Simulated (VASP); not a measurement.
Write the native input for VASP 6.6.1 that does the following.

* Task: single point
* Functional: PBE
* Potentials or basis: VASP PAW PBE potentials, release 64 (K_sv, Br)
* Cutoff: 520 eV
* k mesh: 1 × 1 × 20
* Occupations: gaussian, width 0.05 eV
* Spin: collinear spin, ferromagnetic start
* Starting moments: [0.5, 0.5] μB
* Dipole correction: no
* Further INCAR settings: ALGO = Normal; EDIFF = 1e-07; NBANDS = 19

The structure of KBr lies in POSCAR:

```
KBr
1.0
   11.7000000000      0.0000000000      0.0000000000
    0.0000000000      9.3000000000      0.0000000000
    0.0000000000      0.0000000000      3.1963273053
K Br
1 1
Direct
    0.3840229570      0.5000000000      0.0000000000
    0.6159770430      0.5000000000      0.5000000000
```

One way to write it, as run:

INCAR

```
SYSTEM = KBr
  ALGO = Normal
  EDIFF = 1E-7
  ENCUT = 520
  GGA = PE
  ISIF = 2
  ISMEAR = 0
  ISPIN = 2
  LASPH = .TRUE.
  LCHARG = .FALSE.
  LORBIT = 11
  LREAL = .FALSE.
  LWAVE = .FALSE.
  MAGMOM = 0.5 0.5
  NBANDS = 19
  NELM = 150
  PREC = Accurate
  SIGMA = 0.05
```

KPOINTS

```
k-points
0
G
  1 1 20
  0 0 0
```

Potentials or basis: VASP PAW PBE potentials, release 64 (K_sv, Br).

Command:

```bash
$ cat potpaw_PBE.64/K_sv/POTCAR potpaw_PBE.64/Br/POTCAR > POTCAR
$ mpirun -np 1 vasp_std > vasp.out
```

Results of the run:

| Item | Value |
| --- | --- |
| Largest force | 0.590 eV/Å |
| Band gap on the k mesh | 0.13 eV, direct |
| Net moment | 0.00 μB per cell |
| Valence electrons inside the program's atomic spheres | K 7.56; Br 4.82 |

It took 3.4 min on 1 thread of AMD EPYC 9R45 96-Core Processor (Zen 5), with other jobs on the host, peak memory 0.51 GiB.
